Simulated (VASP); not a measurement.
Wanted: the native input for a VASP 6.6.1 run.

* Task: single point
* Functional: PBE
* Potentials or basis: VASP PAW PBE potentials, release 64 (Tl_d, Cl)
* Cutoff: 500 eV
* k mesh: 6 × 6 × 6
* Occupations: gaussian, width 0.01 eV
* Spin: non-collinear spin, zero start, spin-orbit coupling
* Starting moments: [[0.0, 0.0, 0.0], [0.0, 0.0, 0.0]] μB
* Dipole correction: no
* Further INCAR settings: ALGO = Normal; EDIFF = 1e-06; NBANDS = 32

The structure of TlCl lies in POSCAR:

```
TlCl
1.0
    3.7936347034      0.0000000000      0.0000000000
    0.0000000000      3.7936347034      0.0000000000
    0.0000000000      0.0000000000      3.7936347034
Tl Cl
1 1
Direct
    0.0000000000      0.0000000000      0.0000000000
    0.5000000000      0.5000000000      0.5000000000
```

One way to write it, as run:

INCAR

```
PREC = Accurate
ENCUT = 500
EDIFF = 1E-6
ISMEAR = 0
SIGMA = 0.01
LREAL = F
LASPH = T
NELM = 200
ALGO = Normal
ISIF = 2
LWAVE = F
LCHARG = F
MAGMOM = 0 0 0 0 0 0
LORBIT = 11
LSORBIT = T
GGA_COMPAT = F
LORBMOM = T
GGA = PE
NBANDS = 32
```

KPOINTS

```
Automatic mesh
0
Gamma
  6 6 6
```

Potentials or basis: VASP PAW PBE potentials, release 64 (Tl_d, Cl).

Run with:

```bash
$ cat potpaw_PBE.64/Tl_d/POTCAR potpaw_PBE.64/Cl/POTCAR > POTCAR
$ mpirun -np 1 vasp_ncl > vasp.out
```

It gave:

| Quantity | Value |
| --- | --- |
| Pressure | 2.0 GPa |
| Net moment | 0.00 μB per cell |
| Valence electrons inside the program's atomic spheres | Tl 11.12; Cl 5.10 |

Run time: 28 s on 1 thread of Intel(R) Xeon(R) 6975P-C (Granite Rapids), on a shared host, peak memory 0.26 GiB.
